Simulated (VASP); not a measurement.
# NbTeN (P4/nmm) in VASP: further runs

NbTeN is run at these levels: PBEsol; tasks: single point.

Program: VASP 6.6.1. These are calculated values, not measurements. Logs are shortened: lines on timing, memory, paths and dates and some standing lists are left out, and cuts for length are marked.

## Step 1: The cell of the first run

It takes space group P4/nmm (No. 129, tetragonal). Conventional cell: a = 3.616 Å, b = 3.616 Å, c = 9.630 Å, α = 90.00°, β = 90.00°, γ = 90.00°. Within 2.8 Å of Nb (site symmetry 4mm) lie 4 N at 2.12 Å. Te (site symmetry 4mm) has 5 Nb at 3.13 to 4.00 Å and 4 N at 3.42 Å and 4 Te at 3.62 Å within 4.1 Å. N (site symmetry -4m2) has 4 Nb at 2.12 Å and 4 N at 2.56 Å within 2.8 Å.

## Step 2: Single point, PBEsol

INCAR reads:

```
ALGO = Normal
EDIFF = 1E-7
ENCUT = 520
GGA = PS
ISIF = 2
ISMEAR = -1
LASPH = T
LCHARG = F
LREAL = F
LWAVE = F
NBANDS = 33
NELM = 60
PREC = Accurate
SIGMA = 0.05
```

KPOINTS reads:

```
k-points
0
Gamma
  5 5 2
```

POSCAR reads:

```
NbTeN
1.0
    3.6158541251      0.0000000000      0.0000000000
    0.0000000000      3.6158541251      0.0000000000
    0.0000000000      0.0000000000      9.6302149771
Nb Te N
2 2 2
Direct
    0.5000000000      0.0000000000      0.1143750000
    0.0000000000      0.5000000000      0.8856250000
    0.5000000000      0.0000000000      0.6986270000
    0.0000000000      0.5000000000      0.3013730000
    0.5000000000      0.5000000000      0.0000000000
    0.0000000000      0.0000000000      0.0000000000
```

Potentials or basis: VASP PAW PBE potentials, release 64 (Nb_sv, Te, N).

Launch:

```console
> cat potpaw_PBE.64/Nb_sv/POTCAR potpaw_PBE.64/Te/POTCAR potpaw_PBE.64/N/POTCAR > POTCAR
> mpirun -np 1 vasp_std > vasp.out
```

OUTCAR:

```text
EDIFF = 1E-7
   ENCUT = 520
   GGA = PS
   ISIF = 2
   ISMEAR = -1
   LASPH = T
   LREAL = F
   NELM = 60
   PREC = Accurate

 ion  position               nearest neighbor table
   1  0.500  0.000  0.114-   5 2.12   6 2.12   5 2.12   6 2.12   4 3.13   4 3.13   4 3.13   4 3.13

   2  0.000  0.500  0.886-   5 2.12   6 2.12   6 2.12   5 2.12   3 3.13   3 3.13   3 3.13   3 3.13

   3  0.500  0.000  0.699-   2 3.13   2 3.13   2 3.13   2 3.13
   4  0.000  0.500  0.301-   1 3.13   1 3.13   1 3.13   1 3.13
   5  0.500  0.500  0.000-   1 2.12   2 2.12   1 2.12   2 2.12
   6  0.000  0.000  0.000-   1 2.12   2 2.12   2 2.12   1 2.12

  LATTYP: Found a simple tetragonal cell.
 ALAT       =     3.6158541251
 C/A-ratio  =     2.6633306112

  Lattice vectors:

 A1 = (   3.6158541251,   0.0000000000,   0.0000000000)
 A2 = (   0.0000000000,   3.6158541251,   0.0000000000)
 A3 = (   0.0000000000,   0.0000000000,   9.6302149771)

Analysis of symmetry for initial positions (statically):
=====================================================================
 Subroutine PRICEL returns:
 Original cell was already a primitive cell.

 Routine SETGRP: Setting up the symmetry group for a
 simple tetragonal supercell.

 Subroutine GETGRP returns: Found 16 space group operations
 (whereof  8 operations were pure point group operations)
 out of a pool of 16 trial point group operations.

The static configuration has the point symmetry D_2d.
 The point group associated with its full space group is D_4h.

Analysis of symmetry for dynamics (positions and initial velocities):
=====================================================================
 Subroutine PRICEL returns:
 Original cell was already a primitive cell.

 Routine SETGRP: Setting up the symmetry group for a
 simple tetragonal supercell.

 Subroutine GETGRP returns: Found 16 space group operations
 (whereof  8 operations were pure point group operations)
 out of a pool of 16 trial point group operations.

The dynamic configuration has the point symmetry D_2d.
 The point group associated with its full space group is D_4h.

 Subroutine INISYM returns: Found 16 space group operations
 (whereof  8 operations are pure point group operations),
 and found     1 'primitive' translations

----------------------------------------------------------------------------------------

                                     Primitive cell

  volume of cell :     125.9093

  direct lattice vectors                    reciprocal lattice vectors
     3.615854125  0.000000000  0.000000000     0.276559829  0.000000000  0.000000000
     0.000000000  3.615854125  0.000000000     0.000000000  0.276559829  0.000000000
     0.000000000  0.000000000  9.630214977     0.000000000  0.000000000  0.103839842

  length of vectors
     3.615854125  3.615854125  9.630214977     0.276559829  0.276559829  0.103839842

  position of ions in fractional coordinates (direct lattice)
     0.500000000  0.000000000  0.114375000
     0.000000000  0.500000000  0.885625000
     0.500000000  0.000000000  0.698627000
     0.000000000  0.500000000  0.301373000
     0.500000000  0.500000000  0.000000000
     0.000000000  0.000000000  0.000000000

  ion indices of the primitive-cell ions
   primitive index   ion index
                 1           1
                 2           2
                 3           3
                 4           4
                 5           5
                 6           6

----------------------------------------------------------------------------------------

 KPOINTS: k-points

Automatic generation of k-mesh.
 Grid dimensions read from file:
 generate k-points for:    5    5    2

 Generating k-lattice:

  Cartesian coordinates                     Fractional coordinates (reciprocal lattice)
     0.055311966  0.000000000  0.000000000     0.200000000  0.000000000  0.000000000
     0.000000000  0.055311966  0.000000000     0.000000000  0.200000000  0.000000000
     0.000000000  0.000000000  0.051919921     0.000000000  0.000000000  0.500000000

  Length of vectors
     0.055311966  0.055311966  0.051919921

  Shift w.r.t. Gamma in fractional coordinates (k-lattice)
     0.000000000  0.000000000  0.000000000

 Subroutine IBZKPT returns following result:
 ===========================================

 Found     12 irreducible k-points:

 Following reciprocal coordinates:
            Coordinates               Weight
  0.000000  0.000000  0.000000      1.000000
  0.200000  0.000000  0.000000      4.000000
  0.400000  0.000000  0.000000      4.000000
  0.200000  0.200000  0.000000      4.000000
  0.400000  0.200000  0.000000      8.000000
  0.400000  0.400000  0.000000      4.000000
  0.000000  0.000000  0.500000      1.000000
  0.200000  0.000000  0.500000      4.000000
  0.400000  0.000000  0.500000      4.000000
  0.200000  0.200000  0.500000      4.000000
  0.400000  0.200000  0.500000      8.000000
  0.400000  0.400000  0.500000      4.000000
   k-points           NKPTS =     12   k-points in BZ     NKDIM =     12   number of bands    NBANDS=     33
   number of dos      NEDOS =    301   number of ions     NIONS =      6
   total plane-waves  NPLWV =  56448
   dimension x,y,z NGX =    28 NGY =   28 NGZ =   72
   dimension x,y,z NGXF=    56 NGYF=   56 NGZF=  144
   ions per type =               2   2   2
   NGX,Y,Z   is equivalent  to a cutoff of  12.87, 12.87, 12.43 a.u.
   NGXF,Y,Z  is equivalent  to a cutoff of  25.75, 25.75, 24.86 a.u.
 SYSTEM =  unknown system
   PREC   = accura    normal or accurate (medium, high low for compatibility)
   ISTART =      0    job   : 0-new  1-cont  2-samecut
   ICHARG =      2    charge: 1-file 2-atom 10-const
   ISPIN  =      1    spin polarized calculation?
   LNONCOLLINEAR =      F non collinear calculations
   LSORBIT =      F    spin-orbit coupling
   LASPH  =      T    aspherical Exc in radial PAW
   ENCUT  =  520.0 eV  38.22 Ry    6.18 a.u.   6.72  6.72 17.91*2*pi/ulx,y,z
   NELM   =     60;   NELMIN=  2; NELMDL= -5     # of ELM steps
   EDIFF  = 0.1E-06   stopping-criterion for ELM
   LREAL  =      F    real-space projection
   EDIFFG = 0.1E-05   stopping-criterion for IOM
   NSW    =      0    number of steps for IOM
   IBRION =     -1    ionic relax: 0-MD 1-quasi-New 2-CG
   NFREE  =      0    steps in history (QN), initial steepest desc. (CG)
   ISIF   =      2    stress and relaxation
   ISYM   =      2    0-nonsym 1-usesym 2-fastsym
   POTIM  = 0.5000    time-step for ionic-motion
   TEBEG  =    0.0;   TEEND  =   0.0 temperature during run
   PSTRESS=    0.0 pullay stress
   NELECT =      48.0000    total number of electrons
   NUPDOWN=      -1.0000    fix difference up-down
   EMIN   =  10.00;   EMAX   =-10.00  energy-range for DOS
   EFERMI =   0.00;   METHOD = LEGACY
   ISMEAR =    -1;   SIGMA  =   0.05  broadening in eV -4-tet -1-fermi 0-gaus
   EFERMI_NEDOS =   21; number of points for ismear=-14 and -15
   IALGO  =     38    algorithm
   IMIX   =      4    mixing-type and parameters
     AMIX     =   0.40;   BMIX     =  1.00
     AMIX_MAG =   1.60;   BMIX_MAG =  1.00
  volume/ion in A,a.u.               =      20.98       141.61
  Fermi-wavevector in a.u.,A,eV,Ry     =   1.187051  2.243201 19.171829  1.409090
  Thomas-Fermi vector in A             =   2.323210
   LORBIT       =      0    0 simple, 1 ext, 2 COOP (PROOUT), +10 PAW based schemes
   GGA     = PS    functional components
   LHFCALC =     F    Hartree Fock is set to
   AEXX    =    0.0000 exact exchange contribution
   IVDW    =     0    specifies the selected vdW correction
   LEPSILON=     F    determine dielectric tensor
   LRPA    =     F    only Hartree local field effects (RPA)
 non-spin polarized calculation
  energy-cutoff  :      520.00
  volume of cell :      125.91
 maximum number of plane-waves:      3409
 NGX is ok and might be reduce to    28
   NGX = 13   NGY = 13   NGZ = 35

 number of electron      47.9999995 magnetization

 Free energy of the ion-electron system (eV)
  ---------------------------------------------------
  ext. energy  EPLUGINS =         0.00000000
  ---------------------------------------------------
  free energy    TOTEN  =       -49.89089461 eV

  energy without entropy =      -49.84503012  energy(sigma->0) =      -49.86796236

 E-fermi :   6.8675     XC(G=0): -10.2171

 val. band max:        6.8607179425   @ k =   0.4000   0.4000   0.5000
 cond. band min:       6.8855138616   @ k =   0.4000   0.4000   0.0000
 fundamental gap:      0.0247959191
 Fermi energy:         6.8675350233

 k-point     1 :       0.0000    0.0000    0.0000
  band No.  band energies     occupation
      1     -49.1821      2.00000
      2     -49.1462      2.00000
      3     -25.4473      2.00000
      4     -25.2288      2.00000
      5     -25.2288      2.00000
      6     -25.1975      2.00000
[... 25 lines left out ...]
     32      11.5928      0.00000
     33      11.6730      0.00000

 k-point     2 :       0.2000    0.0000    0.0000
  band No.  band energies     occupation
      1     -49.1763      2.00000
      2     -49.1472      2.00000
      3     -25.4419      2.00000
      4     -25.3084      2.00000
      5     -25.2141      2.00000
      6     -25.1765      2.00000
[... 25 lines left out ...]
     32      11.1452      0.00000
     33      11.3798      0.00000
[... 322 lines left out ...]
     32      10.2031      0.00000
     33      10.5195      0.00000

 k-point    12 :       0.4000    0.4000    0.5000
  band No.  band energies     occupation
      1     -49.1534      2.00000
      2     -49.1500      2.00000
      3     -25.4246      2.00000
      4     -25.4064      2.00000
      5     -25.2909      2.00000
      6     -25.2690      2.00000
[... 25 lines left out ...]
     32       9.5723      0.00000
     33      10.8267      0.00000

------------------------ aborting loop because EDIFF is reached ----------------------------------------

  FORCE on cell =-STRESS in cart. coord.  units (eV):
  Direction    XX          YY          ZZ          XY          YZ          ZX
  --------------------------------------------------------------------------------------
  -------------------------------------------------------------------------------------
  Total       -7.6644253     -7.6644253     -6.1471543      0.0000000      0.0000000      0.0000000
  in kB      -97.5286908    -97.5286908    -78.2216387      0.0000000      0.0000000      0.0000000
  external PRESSURE =     -91.0930068 kB  Pullay stress =       0.0000000 kB

 VOLUME and BASIS-vectors are now :
 -----------------------------------------------------------------------------
  energy-cutoff  :      520.00
  volume of cell :      125.91
      direct lattice vectors                 reciprocal lattice vectors
     3.615854125  0.000000000  0.000000000     0.276559829  0.000000000  0.000000000
     0.000000000  3.615854125  0.000000000     0.000000000  0.276559829  0.000000000
     0.000000000  0.000000000  9.630214977     0.000000000  0.000000000  0.103839842

 POSITION                                       TOTAL-FORCE (eV/Angst)
 -----------------------------------------------------------------------------------
      1.80793      0.00000      1.10146         0.000000     -0.000000     -1.339747
      0.00000      1.80793      8.52876         0.000000     -0.000000      1.339747
      1.80793      0.00000      6.72793         0.000000      0.000000      0.416554
      0.00000      1.80793      2.90229         0.000000     -0.000000     -0.416554
      1.80793      1.80793      0.00000         0.000000      0.000000      0.000000
      0.00000      0.00000      0.00000         0.000000     -0.000000      0.000000
 -----------------------------------------------------------------------------------
    total drift:                                0.000000      0.000000     -0.000000

  FREE ENERGIE OF THE ION-ELECTRON SYSTEM (eV)
  ---------------------------------------------------
  free  energy   TOTEN  =       -49.8908946105 eV

  energy  without entropy=      -49.8450301155  energy(sigma->0) =      -49.86796236
```

It took 58 s on 1 thread of AMD EPYC 7R13 (Zen 3), shared host; peak memory 0.2 GiB.

What came out:

```yaml
Free_energy: -49.8909 eV
Pressure: -9.1 GPa
Largest_force: 1.340 eV/Å
Band_gap_on_the_k_mesh: zero (bands 24 and 25 overlap by 0.25 eV)
```

Forces in eV/Å, atoms in the order of the input:
```
Nb   0.000  0.000 -1.340
Nb   0.000  0.000  1.340
Te   0.000  0.000  0.417
Te   0.000  0.000 -0.417
N    0.000  0.000  0.000
N    0.000  0.000  0.000
```

Levels at points of the mesh, in eV from the Fermi level:
| k point | band 22 | band 23 | band 24 | band 25 | band 26 | band 27 |
| --- | --- | --- | --- | --- | --- | --- |
| (0.00, 0.00, 0.00) | -0.41 | -0.08 | 0.14 | 0.36 | 0.36 | 1.05 |
| (0.00, 0.00, 0.50) | -0.31 | -0.08 | 0.24 | 0.24 | 0.26 | 1.05 |

Caveat: the cell stands under tension; the PAW data sets were made with another functional, which shifts forces and pressure a little; spin-orbit coupling is left out, which moves the levels of the heavy elements; this functional lacks dispersion, which binds layers or chains, so the pressure and a relaxed spacing across them are unreliable.

## Step 3: Single point, PBEsol

This run uses another cell than the first one, of 21.53 Å³/atom.

INCAR reads:

```
SYSTEM = NbTeN
PREC = Accurate
ENCUT = 520
EDIFF = 1E-6
ISMEAR = -1
SIGMA = 0.05
LREAL = .False.
LASPH = .True.
NELM = 60
ALGO = Normal
ISIF = 2
LWAVE = .False.
LCHARG = .False.
GGA = PS
NBANDS = 33
```

KPOINTS reads:

```
Automatic mesh
0
Gamma
  5 5 2
  0 0 0
```

POSCAR: that of step 2 with these lines changed.

```diff
@@ -2,5 +2,5 @@
 1.0
-    3.6158541251      0.0000000000      0.0000000000
-    0.0000000000      3.6158541251      0.0000000000
-    0.0000000000      0.0000000000      9.6302149771
+    3.6468930177      0.0000000000      0.0000000000
+    0.0000000000      3.6468930177      0.0000000000
+    0.0000000000      0.0000000000      9.7128818100
 Nb Te N
```

Potentials or basis: VASP PAW PBE potentials, release 64 (Nb_sv, Te, N).

Launch:

```console
> cat potpaw_PBE.64/Nb_sv/POTCAR potpaw_PBE.64/Te/POTCAR potpaw_PBE.64/N/POTCAR > POTCAR
> mpirun -np 1 vasp_std > vasp.out
```

It took 52 s on 1 thread of AMD EPYC 7R13 (Zen 3), shared host; peak memory 0.2 GiB.

Results (log left out):

| Property | Result |
| --- | --- |
| Free energy | -49.6812 eV |
| Pressure | -11.5 GPa |
| Largest force | 1.670 eV/Å |
| Band gap on the k mesh | zero (bands 24 and 25 overlap by 0.21 eV) |

Forces in eV/Å, atoms in the order of the input:
```
Nb   0.000  0.000 -1.670
Nb   0.000  0.000  1.670
Te   0.000  0.000  0.584
Te   0.000  0.000 -0.584
N    0.000  0.000  0.000
N    0.000  0.000  0.000
```

Stress tensor (GPa, compression positive):
```
-12.36   0.00   0.00
  0.00 -12.36   0.00
  0.00   0.00  -9.81
```

Levels at points of the mesh, in eV from the Fermi level:
```
           k point  band 21  band 22  band 23  band 24  band 25  band 26  band 27  band 28
(0.00, 0.00, 0.00)    -0.42    -0.42    -0.07     0.14     0.32     0.32     1.01     1.42
(0.00, 0.00, 0.50)    -0.32    -0.32    -0.07     0.21     0.21     0.24     1.01     1.39
```

Caveat: the cell stands under tension; the PAW data sets were made with another functional, which shifts forces and pressure a little; spin-orbit coupling is left out, which moves the levels of the heavy elements; this functional lacks dispersion, which binds layers or chains, so the pressure and a relaxed spacing across them are unreliable.

## Step 4: Single point, PBEsol

This run uses another cell than the first one, of 22.08 Å³/atom.

INCAR reads:

```
PREC = Accurate ; ENCUT = 520
EDIFF = 1E-6 ; ISMEAR = -1
SIGMA = 0.05 ; LREAL = False
LASPH = True ; NELM = 80
ALGO = Normal ; ISIF = 2
LWAVE = False ; LCHARG = True
GGA = PS ; LELF = True
LVHAR = True ; NBANDS = 33
```

KPOINTS reads:

```
Automatic mesh
0
Gamma
  5 5 2
```

POSCAR: that of step 3 with these lines changed.

```diff
@@ -2,5 +2,5 @@
 1.0
-    3.6468930177      0.0000000000      0.0000000000
-    0.0000000000      3.6468930177      0.0000000000
-    0.0000000000      0.0000000000      9.7128818100
+    3.6774123698      0.0000000000      0.0000000000
+    0.0000000000      3.6774123698      0.0000000000
+    0.0000000000      0.0000000000      9.7941649347
 Nb Te N
```

Launch:

```console
> cat potpaw_PBE.64/Nb_sv/POTCAR potpaw_PBE.64/Te/POTCAR potpaw_PBE.64/N/POTCAR > POTCAR
> mpirun -np 1 vasp_std > vasp.out
```

Wall time 65 s (1 thread of AMD EPYC 7R13 (Zen 3), shared host); peak memory 0.22 GiB.

It converged, with:

* Free energy: -49.4261 eV
* Pressure: -13.6 GPa
* Largest force: 1.968 eV/Å
* Band gap on the k mesh: zero (bands 24 and 25 overlap by 0.18 eV)

Forces on the atoms (eV/Å):
```
Nb   0.000  0.000 -1.968
Nb   0.000  0.000  1.968
Te   0.000  0.000  0.733
Te   0.000  0.000 -0.733
N    0.000  0.000  0.000
N    0.000  0.000  0.000
```

Stress tensor (GPa, compression positive):
```
-14.59   0.00   0.00
  0.00 -14.59   0.00
  0.00   0.00 -11.51
```

Levels at points of the mesh, in eV from the Fermi level:
```
           k point  band 22  band 23  band 24  band 25  band 26  band 27
(0.00, 0.00, 0.00)    -0.42    -0.06     0.13     0.29     0.29     0.97
(0.00, 0.00, 0.50)    -0.33    -0.06     0.19     0.19     0.22     0.97
```

Caveat: the cell stands under tension; the PAW data sets were made with another functional, which shifts forces and pressure a little; spin-orbit coupling is left out, which moves the levels of the heavy elements; this functional lacks dispersion, which binds layers or chains, so the pressure and a relaxed spacing across them are unreliable.

## Step 5: Overview

```csv
cell,gap on the mesh (eV),pressure (GPa),largest force (eV/Å)
"a = 3.616, b = 3.616, c = 9.630 Å, 6 atoms",none,-9.1,1.34
"a = 3.647, b = 3.647, c = 9.713 Å, 6 atoms",none,-11.5,1.67
"a = 3.677, b = 3.677, c = 9.794 Å, 6 atoms",none,-13.6,1.97
```

Alike in all rows: task single point; level PBEsol; potentials or basis VASP PAW PBE potentials, release 64 (Nb_sv, Te, N); no spin polarisation; k mesh 5 × 5 × 2; cutoff (eV) 520; smearing fermi-dirac 0.05 eV.

Caveats: the cell stands under tension; the PAW data sets were made with another functional, which shifts forces and pressure a little; spin-orbit coupling is left out, which moves the levels of the heavy elements; this functional lacks dispersion, which binds layers or chains, so the pressure and a relaxed spacing across them are unreliable.

Total energies depend on the potentials used, so only differences within one code and one set of settings carry meaning.

The gap in the log of VASP goes by the Fermi energy; the results here count the filled bands.